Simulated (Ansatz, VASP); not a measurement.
# ZnAu in VASP and in Ansatz

```
Zn Au
1.0
     3.14700    0.00000    0.00000
     0.00000    3.14700    0.00000
     0.00000    0.00000    3.14700
Zn Au
1 1
Direct
  0.50000 0.50000 0.50000
  0.01500 0.00000 0.00000
```

Alike in both runs: task single point; functional LDA; k mesh 5 × 5 × 5; occupations fermi-dirac, width 0.15 eV; no spin polarisation.

|  | VASP | Ansatz |
| --- | --- | --- |
| version | VASP 6.6.1 | Ansatz 0.2.0 |
| potentials or method | VASP PAW LDA potentials, release 64 (Zn, Au), cutoff 500 eV | plane waves, PAW |
| valence electrons in the cell | 23 | 31 |

|  | VASP | Ansatz | Ansatz less VASP |
| --- | --- | --- | --- |
| gap on the k mesh at the Fermi level (eV) | none | none | - |
| rms of the force components (eV/Å) | 0.081 | 0.078 | -0.0033 |

LDA's correlation is that of Perdew and Zunger in VASP and of Perdew and Wang (1992) in Ansatz. Atom by atom the forces differ by 0.003 eV/Å (rms over components). A gap of «none» marks a metal or a gap that the smearing closes. VASP's potentials hold 23 valence electrons a cell and Ansatz's 31, so a difference there can come from the potentials and not from the codes.

The k mesh is coarse, so the values compare programs but aren't converged. Spin-orbit coupling is off throughout.
